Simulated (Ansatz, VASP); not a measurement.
## In: VASP beside Ansatz

INCAR

```
SYSTEM = In
  PREC = Accurate
  ENCUT = 520
  EDIFF = 1E-6
  ISMEAR = 0
  SIGMA = 0.1
  LREAL = .FALSE.
  LASPH = .TRUE.
  NELM = 100
  ALGO = Normal
  ISIF = 2
  LWAVE = .FALSE.
  LCHARG = .TRUE.
  GGA = PE
  LELF = .TRUE.
  LVHAR = .TRUE.
  NBANDS = 20
```

File KPOINTS:

```
regular mesh
0
G
  6 6 6
  0 0 0
```

Contents of POSCAR:

```
In
1.0
    1.9481401968      1.1247592670      4.6649459336
   -1.9481401968      1.1247592670      4.6649459336
    0.0000000000     -2.2495185341      4.6649459336
In
2
Direct
    0.0577000000      0.0577000000      0.0577000000
    0.9423000000      0.9423000000      0.9423000000
```

Input for Ansatz:

```yaml
crystal:
  lattice:
    - [1.9481401968, 1.124759267, 4.6649459336]
    - [-1.9481401968, 1.124759267, 4.6649459336]
    - [0.0, -2.2495185341, 4.6649459336]
  atoms:
    - { symbol: In, position: [0.0577, 0.0577, 0.0577] }
    - { symbol: In, position: [0.9423, 0.9423, 0.9423] }
basis:
  ecutwfc: 420
kpoints:
  mp_grid: { grid: [6, 6, 6] }
hamiltonian:
  xc: pbe
scf:
  occupations: { method: gaussian, width: 0.1 }
  lower_state_search: "off"
output:
  forces: true
  stress: true
  eigenvalues: true
```

Alike in both runs: task single point; functional PBE; k mesh 6 × 6 × 6; occupations gaussian, width 0.1 eV; no spin polarisation.

|  | VASP | Ansatz |
| --- | --- | --- |
| version | VASP 6.6.1 | Ansatz 0.2.0 |
| potentials or method | VASP PAW PBE potentials, release 64 (In_d), cutoff 520 eV | scalar-relativistic, plane waves, PAW |
| valence electrons in the cell | 26 | 26 |

|  | VASP | Ansatz | Ansatz less VASP |
| --- | --- | --- | --- |
| gap on the k mesh at the Fermi level (eV) | none | none | - |
| rms of the force components (eV/Å) | 30.353 | 44.348 | +13.9942 |

Atom by atom the forces differ by 13.994 eV/Å (rms over components). A gap of «none» marks a metal or a gap that the smearing closes. The functional is the same, so the differences come from potentials, cutoffs and numerics.
